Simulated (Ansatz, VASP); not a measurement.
**One calculation of BP, two programs**

INCAR

```
SYSTEM = BP
PREC = Accurate
ENCUT = 600
EDIFF = 1E-7
ISMEAR = 0
SIGMA = 0.1
LREAL = .False.
LASPH = .True.
NELM = 80
ALGO = Normal
ISIF = 3
LWAVE = .False.
LCHARG = .False.
GGA = PE
IBRION = 2
NSW = 100
EDIFFG = -0.01
```

KPOINTS

```
Automatic mesh
0
Gamma
  20 20 20
  0 0 0
```

Contents of POSCAR:

```
BP
1.0
    2.7331398245      0.0000000000      0.0000000000
    0.0000000000      2.7331398245      0.0000000000
    0.0000000000      0.0000000000      2.7331398245
B P
1 1
Direct
    0.5000000000      0.5000000000      0.5000000000
    0.0000000000      0.0000000000      0.0000000000
```

Input for Ansatz:

```yaml
crystal:
  lattice:
    - [2.7331398245, 0.0, 0.0]
    - [0.0, 2.7331398245, 0.0]
    - [0.0, 0.0, 2.7331398245]
  atoms:
    - { symbol: B, position: [0.5, 0.5, 0.5] }
    - { symbol: P, position: [0.0, 0.0, 0.0] }
basis:
  ecutwfc: 420
kpoints:
  mp_grid: { grid: [20, 20, 20] }
hamiltonian:
  xc: pbe
scf:
  occupations: { method: gaussian, width: 0.1 }
output:
  forces: true
  stress: true
  eigenvalues: true
  write_density: true
  write_potential: true
  elf: true
  volumetric_format: npy
relax:
  adjacent_minimum: "off"
  f_tol: 0.01
  max_steps: 80
  cell: { stress_tol: 0.05 }
```

Change from the starting cell: species swapped into the HfTc type (Pm-3m, No. 221).

Alike in both runs: task relaxation of cell and atoms; functional PBE; k mesh 20 × 20 × 20; occupations gaussian, width 0.1 eV; no spin polarisation.

|  | VASP | Ansatz |
| --- | --- | --- |
| version | VASP 6.6.1 | Ansatz 0.2.0 |
| potentials or method | VASP PAW PBE potentials, release 64 (B, P), cutoff 600 eV | scalar-relativistic, plane waves, PAW |
| valence electrons in the cell | 8 | 8 |

```tsv
	VASP	Ansatz	Ansatz less VASP
gap on the k mesh at the Fermi level, each at its own relaxed structure (eV)	none	none	-
relaxed volume (Å³/atom)	10.00	10.02	+0.018
relaxed cell length with the largest relative difference (Å)	2.715	2.716	+0.0016
```

A gap of «none» marks a metal or a gap that the smearing closes.

Noted on VASP's run: too few bands were computed for a metal, which touches its energy and stress.
